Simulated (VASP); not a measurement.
# MgO (P6_3/mmc) in VASP: settings compared

Aim: see how the results for MgO move with the level of theory and the settings. Levels: PBE, PBE+D3(BJ). Tasks: single point.

Everything below comes from runs of VASP 6.6.1. Logs are shortened: lines on timing, memory, paths and dates and some standing lists are left out, and cuts for length are marked.

## Step 1: The cell of the first run

Symmetry: P6_3/mmc, No. 194, hexagonal system. Conventional cell: a = 3.484 Å, b = 3.484 Å, c = 4.185 Å, α = 90.00°, β = 90.00°, γ = 120.00°. Mg (site symmetry -6m2) has 5 O at 2.01 to 2.09 Å within 2.7 Å. O (site symmetry -6m2) has 5 Mg at 2.01 to 2.09 Å within 2.7 Å.

## Step 2: Single point, PBE

The input, INCAR:

```
SYSTEM = MgO
PREC = Accurate
ENCUT = 600
EDIFF = 1E-6
ISMEAR = 1
SIGMA = 0.001
LREAL = .False.
LASPH = .True.
NELM = 120
ALGO = Normal
ISIF = 2
LWAVE = .False.
LCHARG = .False.
GGA = PE
NBANDS = 16
GGA_COMPAT = .False.
```

The input, KPOINTS:

```
Automatic mesh
0
Gamma
  6 6 4
  0 0 0
```

The input, POSCAR:

```
MgO
1.0
    3.4840796084      0.0000000000      0.0000000000
   -1.7420398042      3.0173014497      0.0000000000
    0.0000000000      0.0000000000      4.1853171300
Mg O
2 2
Direct
    0.6666666667      0.3333333333      0.7500000000
    0.3333333333      0.6666666667      0.2500000000
    0.6666666667      0.3333333333      0.2500000000
    0.3333333333      0.6666666667      0.7500000000
```

Potentials or basis: VASP PAW PBE potentials, release 64 (Mg, O).

Command:

```
$ cat potpaw_PBE.64/Mg/POTCAR potpaw_PBE.64/O/POTCAR > POTCAR
$ mpirun -np 1 vasp_std > vasp.out
```

OUTCAR:

```text
SYSTEM = MgO
   PREC = Accurate
   ENCUT = 600
   EDIFF = 1E-6
   ISMEAR = 1
   LREAL = .False.
   LASPH = .True.
   NELM = 120
   ISIF = 2
   GGA = PE

 ion  position               nearest neighbor table
   1  0.667  0.333  0.750-   4 2.01   4 2.01   4 2.01   3 2.09   3 2.09   2 2.90   2 2.90   2 2.90
                             2 2.90   2 2.90   2 2.90
   2  0.333  0.667  0.250-   3 2.01   3 2.01   3 2.01   4 2.09   4 2.09   1 2.90   1 2.90   1 2.90
                             1 2.90   1 2.90   1 2.90
   3  0.667  0.333  0.250-   2 2.01   2 2.01   2 2.01   1 2.09   1 2.09
   4  0.333  0.667  0.750-   1 2.01   1 2.01   1 2.01   2 2.09   2 2.09

  LATTYP: Found a hexagonal cell.
 ALAT       =     3.4840796084
 C/A-ratio  =     1.2012690869

  Lattice vectors:

 A1 = (   3.4840796084,   0.0000000000,   0.0000000000)
 A2 = (  -1.7420398042,   3.0173014497,   0.0000000000)
 A3 = (   0.0000000000,   0.0000000000,   4.1853171300)

Analysis of symmetry for initial positions (statically):
=====================================================================
 Subroutine PRICEL returns:
 Original cell was already a primitive cell.

 Routine SETGRP: Setting up the symmetry group for a
 hexagonal supercell.

 Subroutine GETGRP returns: Found 24 space group operations
 (whereof 12 operations were pure point group operations)
 out of a pool of 24 trial point group operations.

The static configuration has the point symmetry D_3d.
 The point group associated with its full space group is D_6h.

Analysis of symmetry for dynamics (positions and initial velocities):
=====================================================================
 Subroutine PRICEL returns:
 Original cell was already a primitive cell.

 Routine SETGRP: Setting up the symmetry group for a
 hexagonal supercell.

 Subroutine GETGRP returns: Found 24 space group operations
 (whereof 12 operations were pure point group operations)
 out of a pool of 24 trial point group operations.

The dynamic configuration has the point symmetry D_3d.
 The point group associated with its full space group is D_6h.

 Subroutine INISYM returns: Found 24 space group operations
 (whereof 12 operations are pure point group operations),
 and found     1 'primitive' translations

----------------------------------------------------------------------------------------

                                     Primitive cell

  volume of cell :      43.9982

[... 90 lines left out ...]
   EDIFFG = 0.1E-04   stopping-criterion for IOM
   NSW    =      0    number of steps for IOM
   IBRION =     -1    ionic relax: 0-MD 1-quasi-New 2-CG
   NFREE  =      0    steps in history (QN), initial steepest desc. (CG)
   ISIF   =      2    stress and relaxation
   ISYM   =      2    0-nonsym 1-usesym 2-fastsym
   POTIM  = 0.5000    time-step for ionic-motion
   TEBEG  =    0.0;   TEEND  =   0.0 temperature during run
   PSTRESS=    0.0 pullay stress
   NELECT =      16.0000    total number of electrons
   NUPDOWN=      -1.0000    fix difference up-down
   EMIN   =  10.00;   EMAX   =-10.00  energy-range for DOS
   EFERMI =   0.00;   METHOD = LEGACY
   ISMEAR =     1;   SIGMA  =   0.00  broadening in eV -4-tet -1-fermi 0-gaus
   EFERMI_NEDOS =   21; number of points for ismear=-14 and -15
   IALGO  =     38    algorithm
   IMIX   =      4    mixing-type and parameters
     AMIX     =   0.40;   BMIX     =  1.00
     AMIX_MAG =   1.60;   BMIX_MAG =  1.00
  volume/ion in A,a.u.               =      11.00        74.23
  Fermi-wavevector in a.u.,A,eV,Ry     =   1.168521  2.208184 18.577951  1.365441
  Thomas-Fermi vector in A             =   2.305006
   LORBIT       =      0    0 simple, 1 ext, 2 COOP (PROOUT), +10 PAW based schemes
   GGA     = PE    functional components
   LHFCALC =     F    Hartree Fock is set to
   AEXX    =    0.0000 exact exchange contribution
   IVDW    =     0    specifies the selected vdW correction
   LEPSILON=     F    determine dielectric tensor
   LRPA    =     F    only Hartree local field effects (RPA)
 non-spin polarized calculation
 Methfessel and Paxton  Order N= 1 SIGMA  =   0.00
  energy-cutoff  :      600.00
  volume of cell :       44.00
 maximum number of plane-waves:      1479
 NGX is ok and might be reduce to    28
   NGX = 13   NGY = 13   NGZ = 17

 number of electron      15.9999999 magnetization

 Free energy of the ion-electron system (eV)
  ---------------------------------------------------
  ext. energy  EPLUGINS =         0.00000000
  ---------------------------------------------------
  free energy    TOTEN  =       -23.66438921 eV

  energy without entropy =      -23.66438921  energy(sigma->0) =      -23.66438921

 E-fermi :   2.0790     XC(G=0): -10.0725

 val. band max:        2.0064294268   @ k =   0.0000   0.0000   0.0000
 cond. band min:       5.4418270530   @ k =   0.0000   0.0000   0.0000
 fundamental gap:      3.4353976262
 Fermi energy:         2.0790346665

 k-point     1 :       0.0000    0.0000    0.0000
  band No.  band energies     occupation
      1     -14.9328      2.00000
      2     -13.5381      2.00000
      3      -1.6423      2.00000
      4       0.2707      2.00000
      5       0.2707      2.00000
      6       1.1965      2.00000
[... 376 lines left out ...]
      3      -1.5917      2.00000
      4      -1.5917      2.00000
      5      -0.4800      2.00000
      6      -0.4800      2.00000
[... 8 lines left out ...]
     15      19.5332      0.00000
     16      19.5332      0.00000

------------------------ aborting loop because EDIFF is reached ----------------------------------------

  FORCE on cell =-STRESS in cart. coord.  units (eV):
  Direction    XX          YY          ZZ          XY          YZ          ZX
  --------------------------------------------------------------------------------------
  -------------------------------------------------------------------------------------
  Total        0.9925140      0.9925140      1.1216332      0.0000000      0.0000000      0.0000000
  in kB       36.1419930     36.1419930     40.8438153      0.0000000      0.0000000      0.0000000
  external PRESSURE =      37.7092671 kB  Pullay stress =       0.0000000 kB

 VOLUME and BASIS-vectors are now :
 -----------------------------------------------------------------------------
  energy-cutoff  :      600.00
  volume of cell :       44.00
      direct lattice vectors                 reciprocal lattice vectors
     3.484079608  0.000000000  0.000000000     0.287019848  0.165710987  0.000000000
    -1.742039804  3.017301450  0.000000000     0.000000000  0.331421973  0.000000000
     0.000000000  0.000000000  4.185317130     0.000000000  0.000000000  0.238930520

 POSITION                                       TOTAL-FORCE (eV/Angst)
 -----------------------------------------------------------------------------------
      1.74204      1.00577      3.13899         0.000000      0.000000      0.000000
     -0.00000      2.01153      1.04633        -0.000000      0.000000      0.000000
      1.74204      1.00577      1.04633        -0.000000     -0.000000      0.000000
     -0.00000      2.01153      3.13899         0.000000      0.000000      0.000000
 -----------------------------------------------------------------------------------
    total drift:                                0.000000     -0.000000      0.000000

  FREE ENERGIE OF THE ION-ELECTRON SYSTEM (eV)
  ---------------------------------------------------
  free  energy   TOTEN  =       -23.6643892060 eV

  energy  without entropy=      -23.6643892060  energy(sigma->0) =      -23.66438921
```

It took 12 s on 1 thread of Intel Xeon Platinum 8488C (Sapphire Rapids), shared host; peak memory 0.17 GiB.

What came out:

- Free energy: -23.6644 eV
- Pressure: 3.8 GPa
- Band gap on the k mesh: 3.44 eV

Caveat: the cell stands under pressure.

## Step 3: Single point, PBE+D3(BJ)

The input, INCAR:

```
SYSTEM = MgO
PREC     = Accurate       ! precision mode
ENCUT    = 600            ! plane-wave cutoff, eV
EDIFF    = 1E-6           ! SCF threshold, eV
ISMEAR   = 0              ! smearing method
SIGMA    = 0.01           ! smearing width, eV
LREAL    = .FALSE.        ! projectors in reciprocal space
LASPH    = .TRUE.         ! aspherical terms in the spheres
NELM     = 120            ! most SCF steps
ALGO     = Normal         ! electronic algorithm
ISIF     = 2              ! what is computed and relaxed
LWAVE    = .FALSE.        ! write WAVECAR
LCHARG   = .TRUE.         ! write CHGCAR
GGA      = PE             ! functional
IVDW     = 12             ! dispersion correction
LELF     = .TRUE.         ! ELF
LVHAR    = .TRUE.       
NBANDS   = 16             ! bands
GGA_COMPAT= .FALSE.
```

The input, KPOINTS:

```
Automatic mesh
0
G
  6 6 4
  0 0 0
```

POSCAR is that of step 2.

Potentials or basis: VASP PAW PBE potentials, release 64 (Mg, O).

Command:

```
$ cat potpaw_PBE.64/Mg/POTCAR potpaw_PBE.64/O/POTCAR > POTCAR
$ mpirun -np 1 vasp_std > vasp.out
```

OUTCAR:

```text
SYSTEM = MgO
   PREC = Accurate
   ENCUT = 600
   EDIFF = 1E-6
   ISMEAR = 0
   LREAL = .FALSE.
   LASPH = .TRUE.
   NELM = 120
   ISIF = 2
   GGA = PE
   IVDW = 12
 IVDW          = 12

 ion  position               nearest neighbor table
   1  0.667  0.333  0.750-   4 2.01   4 2.01   4 2.01   3 2.09   3 2.09   2 2.90   2 2.90   2 2.90
                             2 2.90   2 2.90   2 2.90
   2  0.333  0.667  0.250-   3 2.01   3 2.01   3 2.01   4 2.09   4 2.09   1 2.90   1 2.90   1 2.90
                             1 2.90   1 2.90   1 2.90
   3  0.667  0.333  0.250-   2 2.01   2 2.01   2 2.01   1 2.09   1 2.09
   4  0.333  0.667  0.750-   1 2.01   1 2.01   1 2.01   2 2.09   2 2.09

  LATTYP: Found a hexagonal cell.
 ALAT       =     3.4840796084
 C/A-ratio  =     1.2012690869

  Lattice vectors:

 A1 = (   3.4840796084,   0.0000000000,   0.0000000000)
 A2 = (  -1.7420398042,   3.0173014497,   0.0000000000)
 A3 = (   0.0000000000,   0.0000000000,   4.1853171300)

Analysis of symmetry for initial positions (statically):
=====================================================================
 Subroutine PRICEL returns:
 Original cell was already a primitive cell.

 Routine SETGRP: Setting up the symmetry group for a
 hexagonal supercell.

[... 175 lines left out ...]

 k-point     1 :       0.0000    0.0000    0.0000
  band No.  band energies     occupation
      1     -14.9328      2.00000
      2     -13.5381      2.00000
      3      -1.6423      2.00000
      4       0.2707      2.00000
      5       0.2707      2.00000
      6       1.1965      2.00000
[... 376 lines left out ...]
      3      -1.5917      2.00000
      4      -1.5917      2.00000
      5      -0.4800      2.00000
      6      -0.4800      2.00000
[... 8 lines left out ...]
     15      19.5332      0.00000
     16      19.5332      0.00000

------------------------ aborting loop because EDIFF is reached ----------------------------------------

 Edisp (eV)   -0.99328

 E8    (eV) :    -0.3900

  FORCE on cell =-STRESS in cart. coord.  units (eV):
  Direction    XX          YY          ZZ          XY          YZ          ZX
  --------------------------------------------------------------------------------------
  -------------------------------------------------------------------------------------
  Total      -0.04897    -0.04897     0.09244     0.00000     0.00000     0.00000
  in kB      -1.78305    -1.78305     3.36608     0.00000     0.00000     0.00000
  external pressure =       -0.07 kB  Pullay stress =        0.00 kB

 VOLUME and BASIS-vectors are now :
 -----------------------------------------------------------------------------
  energy-cutoff  :      600.00
  volume of cell :       44.00
      direct lattice vectors                 reciprocal lattice vectors
     3.484079608  0.000000000  0.000000000     0.287019848  0.165710987  0.000000000
    -1.742039804  3.017301450  0.000000000     0.000000000  0.331421973  0.000000000
     0.000000000  0.000000000  4.185317130     0.000000000  0.000000000  0.238930520

 POSITION                                       TOTAL-FORCE (eV/Angst)
 -----------------------------------------------------------------------------------
      1.74204      1.00577      3.13899        -0.000000      0.000000      0.000000
     -0.00000      2.01153      1.04633        -0.000000     -0.000000      0.000000
      1.74204      1.00577      1.04633         0.000000      0.000000      0.000000
     -0.00000      2.01153      3.13899        -0.000000      0.000000      0.000000
 -----------------------------------------------------------------------------------
    total drift:                                0.000000     -0.000000      0.000000

  FREE ENERGIE OF THE ION-ELECTRON SYSTEM (eV)
  ---------------------------------------------------
  free  energy   TOTEN  =       -24.6576671537 eV

  energy  without entropy=      -24.6576671537  energy(sigma->0) =      -24.65766715
```

OSZICAR:

```text
N       E                     dE             d eps       ncg     rms          rms(c)
DAV:   1     0.695534648937E+02    0.69553E+02   -0.82084E+03   672   0.101E+03
DAV:   2    -0.233594756724E+02   -0.92913E+02   -0.85774E+02   960   0.207E+02
DAV:   3    -0.276521191138E+02   -0.42926E+01   -0.42818E+01   760   0.459E+01
DAV:   4    -0.276701569007E+02   -0.18038E-01   -0.18037E-01   800   0.343E+00
DAV:   5    -0.276702488510E+02   -0.91950E-04   -0.91950E-04   760   0.237E-01    0.112E+01
DAV:   6    -0.237296889190E+02    0.39406E+01   -0.10356E+01   680   0.250E+01    0.355E+00
DAV:   7    -0.236820717639E+02    0.47617E-01   -0.14836E-01   680   0.313E+00    0.213E+00
DAV:   8    -0.236661893464E+02    0.15882E-01   -0.94656E-02   696   0.331E+00    0.518E-01
DAV:   9    -0.236634943124E+02    0.26950E-02   -0.62404E-03   832   0.717E-01    0.117E-01
DAV:  10    -0.236643717847E+02   -0.87747E-03   -0.90161E-04   680   0.205E-01    0.345E-02
DAV:  11    -0.236643908795E+02   -0.19095E-04   -0.22823E-05   728   0.355E-02    0.212E-02
DAV:  12    -0.236643893471E+02    0.15324E-05   -0.10909E-05   688   0.269E-02    0.336E-03
DAV:  13    -0.236643892060E+02    0.14104E-06   -0.77716E-07   544   0.677E-03
   1 F= -.24657667E+02 E0= -.24657667E+02  d E =-.500194E-27
```

stdout:

```text
POSCAR found type information on POSCAR MgO
 POSCAR found :  2 types and       4 ions
 scaLAPACK will be used
 LDA part: xc-table for (Slater+PW92), standard interpolation
 POSCAR, INCAR and KPOINTS ok, starting setup
 FFT: planning ... GRIDC
 FFT: planning ... GRID_SOFT
 FFT: planning ... GRID
 WAVECAR not read
 entering main loop
```

Run time: 12 s. Hardware: 1 thread of Intel Xeon Platinum 8488C (Sapphire Rapids), shared host; peak memory 0.18 GiB.

Results:

```yaml
Free_energy: -24.6577 eV
Pressure: 0.0 GPa
Band_gap_on_the_k_mesh: 3.44 eV
Dispersion_energy_per_atom: -0.248 eV
```

Stress tensor (GPa, compression positive):
```
-0.18  0.00  0.00
 0.00 -0.18  0.00
 0.00  0.00  0.34
```

## Step 4: Single point, PBE

The input, INCAR:

```
SYSTEM = MgO
PREC = Accurate
ENCUT = 600
EDIFF = 1E-6
ISMEAR = 0
SIGMA = 0.01
LREAL = .False.
LASPH = .True.
NELM = 120
ALGO = Normal
ISIF = 2
LWAVE = .False.
LCHARG = .False.
GGA = PE
NBANDS = 16
GGA_COMPAT = .False.
```

The input, KPOINTS:

```
Automatic mesh
0
Gamma
  6 6 4
  0 0 0
```

POSCAR is that of step 3.

Command:

```
$ cat potpaw_PBE.64/Mg/POTCAR potpaw_PBE.64/O/POTCAR > POTCAR
$ mpirun -np 1 vasp_std > vasp.out
```

It took 12 s on 1 thread of Intel Xeon Platinum 8488C (Sapphire Rapids), shared host; peak memory 0.17 GiB.

Results (log left out):

| Item | Value |
| --- | --- |
| Free energy | -23.6644 eV |
| Pressure | 3.8 GPa |
| Band gap on the k mesh | 3.44 eV |

Stress tensor (GPa, compression positive):
```
3.61 0.00 0.00
0.00 3.61 0.00
0.00 0.00 4.08
```

Levels at points of the mesh, in eV from the valence-band top:
```
           k point  band 5  band 6  band 7  band 8  band 9  band 10  band 11  band 12
(0.00, 0.00, 0.00)   -1.74   -0.81   -0.81    0.00    3.44     9.48    12.24    12.56
(0.50, 0.00, 0.00)   -2.34   -1.97   -1.30   -0.53    7.00     9.08     9.85    12.11
(0.00, 0.00, 0.50)   -1.29   -1.29   -1.29   -1.29    6.47     6.47    12.92    12.92
(0.50, 0.00, 0.50)   -1.54   -1.54   -0.82   -0.82    7.33     7.33    11.97    11.97
```

Caveat: the cell stands under pressure.

## Step 5: Summary

| level | smearing | gap on the mesh (eV) | pressure (GPa) |
| --- | --- | --- | --- |
| PBE | methfessel-paxton 0.001 eV | 3.44 | 3.8 |
| PBE+D3(BJ) | gaussian 0.01 eV | 3.44 | 0.0 |
| PBE | gaussian 0.01 eV | 3.44 | 3.8 |

Alike in all rows: task single point; potentials or basis VASP PAW PBE potentials, release 64 (Mg, O); no spin polarisation; cell as given; k mesh 6 × 6 × 4; cutoff (eV) 600.

The pressure there spans 0.0 GPa (PBE+D3(BJ)) to 3.8 GPa (PBE); a positive pressure means that this level wants a larger cell, a negative one a smaller.

Caveats: the cell stands under pressure (at least some runs).

Total energies depend on the potentials used, so only differences within one code and one set of settings carry meaning.
